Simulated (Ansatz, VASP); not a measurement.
One calculation of Rh, two programs

The input INCAR:

```
SYSTEM = Rh
  PREC = Accurate
  ENCUT = 500
  EDIFF = 1E-6
  ISMEAR = -1
  SIGMA = 0.05
  LREAL = .False.
  LASPH = .True.
  NELM = 120
  ALGO = Normal
  ISIF = 2
  LWAVE = .False.
  LCHARG = .False.
  NBANDS = 14
  GGA_COMPAT = .False.
```

File KPOINTS:

```
Automatic mesh
0
Gamma
  17 17 17
  0 0 0
```

File POSCAR:

```
Rh
1.0
    0.0000000000      1.6821955841      1.6821955841
    1.6821955841      0.0000000000      1.6821955841
    1.6821955841      1.6821955841      0.0000000000
Rh
1
Direct
    0.0000000000      0.0000000000      0.0000000000
```

Input for Ansatz:

```yaml
crystal:
  lattice:
    - [0.0, 1.6821955841, 1.6821955841]
    - [1.6821955841, 0.0, 1.6821955841]
    - [1.6821955841, 1.6821955841, 0.0]
  atoms:
    - { symbol: Rh, position: [0.0, 0.0, 0.0] }
kpoints:
  mp_grid: { grid: [17, 17, 17] }
scf:
  occupations: { method: fermi_dirac, width: 0.05 }
hamiltonian:
  xc: lda
  pseudopotentials: { kind: all_electron, datasets: crystal }
output:
  forces: true
  stress: true
  eigenvalues: true
```

Change from the starting cell: volume scaled by 0.72, crystal datasets.

Alike in both runs: task single point; functional LDA; k mesh 17 × 17 × 17; occupations fermi-dirac, width 0.05 eV; no spin polarisation.

|  | VASP | Ansatz |
| --- | --- | --- |
| version | VASP 6.6.1 | Ansatz 0.2.0 |
| potentials or method | VASP PAW LDA potentials, release 64 (Rh_pv), cutoff 500 eV | all-electron PAW with datasets made for the crystal, scalar-relativistic |

Ansatz gave:

| Item | Value |
| --- | --- |
| pressure (GPa) | 233.9 |

Question: Which values does VASP return?

Answer: Pressure (GPa): 238.1.

LDA's correlation is that of Perdew and Zunger in VASP and of Perdew and Wang (1992) in Ansatz. Both programs put the cell under a high pressure, so it lies far from rest at this level. Ansatz ran all-electron here, and VASP with PAW potentials.

Noted on VASP's run: the cell as given lies far from equilibrium.
